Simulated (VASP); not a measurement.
Here is a VASP 6.6.1 calculation.

Contents of INCAR:

```
SYSTEM = PbS
  PREC = Accurate
  ENCUT = 520
  EDIFF = 1E-6
  ISMEAR = 0
  SIGMA = 0.03
  LREAL = .False.
  LASPH = .True.
  NELM = 100
  ALGO = Normal
  ISIF = 2
  LWAVE = .False.
  LCHARG = .True.
  GGA = PE
  LELF = .True.
  LVHAR = .True.
  NBANDS = 17
```

Contents of KPOINTS:

```
regular mesh
0
Gamma
  10 10 10
  0 0 0
```

POSCAR

```
PbS
1.0
    0.0000000000      2.9650000000      2.9650000000
    2.9650000000      0.0000000000      2.9650000000
    2.9650000000      2.9650000000      0.0000000000
Pb S
1 1
Direct
    0.0000000000      0.0000000000      0.0000000000
    0.5105396290      0.5105396290      0.4894603710
```

Potentials or basis: VASP PAW PBE potentials, release 64 (Pb_d, S).

The run is started by

```bash
$ cat potpaw_PBE.64/Pb_d/POTCAR potpaw_PBE.64/S/POTCAR > POTCAR
$ mpirun -np 1 vasp_std > vasp.out
```

Problem. Estimate the largest force.

Solution. 0.039 eV/Å.

Problem. Predict the pressure.

Solution. 2.3 GPa.

Problem. What does it give for the band gap on the k mesh?

Solution. 0.41 eV.

Stress tensor (GPa, compression positive):
```
2.20 0.00 0.00
0.00 2.20 0.00
0.00 0.00 2.37
```

Caveat: the cell differs from its parent crystal (all S atoms moved +0.062 Å, as atom 2 along Cartesian [0 0 1]); spin-orbit coupling is left out, which moves the levels of the heavy elements. A k mesh can miss the band edges.
